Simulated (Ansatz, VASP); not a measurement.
# Two plane-wave programs on BaTiO3

File INCAR:

```
ALGO = Normal
EDIFF = 1E-6
ENCUT = 520
GGA = PE
ISIF = 2
ISMEAR = 0
LASPH = True
LCHARG = False
LDAU = True
LDAUJ = 0 0 0
LDAUL = -1 2 -1
LDAUPRINT = 1
LDAUTYPE = 2
LDAUU = 0 4 0
LMAXMIX = 4
LREAL = False
LWAVE = False
NBANDS = 28
NELM = 150
PREC = Accurate
SIGMA = 0.05
```

The input KPOINTS:

```
k-points
0
Gamma
  6 6 6
```

File POSCAR:

```
BaTiO3
1.0
    4.0631334145      0.0000000000      0.0000000000
    0.0000000000      2.9126463839      2.8084381636
    0.0000000000     -2.9126463839      2.8084381636
Ba Ti O
1 1 3
Direct
    0.0000000000      0.0080771845      0.0080771845
    0.5000000000      0.5197092871      0.5197092871
    0.0000000000      0.4916268390      0.4916268390
    0.5000000000      0.4938075372      0.9829991522
    0.5000000000      0.9829991522      0.4938075372
```

Input for Ansatz:

```yaml
crystal:
  lattice:
    - [4.0631334145, 0.0, 0.0]
    - [0.0, 2.9126463839, 2.8084381636]
    - [0.0, -2.9126463839, 2.8084381636]
  atoms:
    - { symbol: Ba, position: [0.0, 0.0080771845, 0.0080771845] }
    - { symbol: Ti, position: [0.5, 0.5197092871, 0.5197092871] }
    - { symbol: O, position: [0.0, 0.491626839, 0.491626839] }
    - { symbol: O, position: [0.5, 0.4938075372, 0.9829991522] }
    - { symbol: O, position: [0.5, 0.9829991522, 0.4938075372] }
basis:
  ecutwfc: 420
kpoints:
  mp_grid: { grid: [6, 6, 6] }
hamiltonian:
  xc: pbe
  hubbard: { sites: [{ species: Ti, l: d, u_eff: 4.0 }] }
scf:
  occupations: { method: gaussian, width: 0.05 }
output:
  forces: true
  stress: true
  eigenvalues: true
```

Alike in both runs: task single point; functional PBE; k mesh 6 × 6 × 6; occupations gaussian, width 0.05 eV; no spin polarisation; Hubbard terms Ti d U = 4.0 eV.

|  | VASP | Ansatz |
| --- | --- | --- |
| version | VASP 6.6.1 | Ansatz 0.2.0 |
| potentials or method | VASP PAW PBE potentials, release 64 (Ba_sv, Ti_sv, O), cutoff 520 eV | scalar-relativistic, plane waves, PAW |
| valence electrons in the cell | 40 | 40 |

```csv
,VASP,Ansatz,Ansatz less VASP
gap on the k mesh at the Fermi level (eV),2.47,2.53,+0.057
least direct gap on the mesh (eV),2.86,2.90,+0.044
pressure (GPa),3.5,0.0,-3.48
"traceless stress, the component that is largest in VASP (GPa)",5.67,5.51,-0.157
rms of the force components (eV/Å),0.279,0.061,-0.2184
```

The programs project onto different local orbitals, so the same U acts differently, and such runs can settle in different states. Atom by atom the forces differ by 0.226 eV/Å (rms over components).

Neither program's run includes spin-orbit coupling.
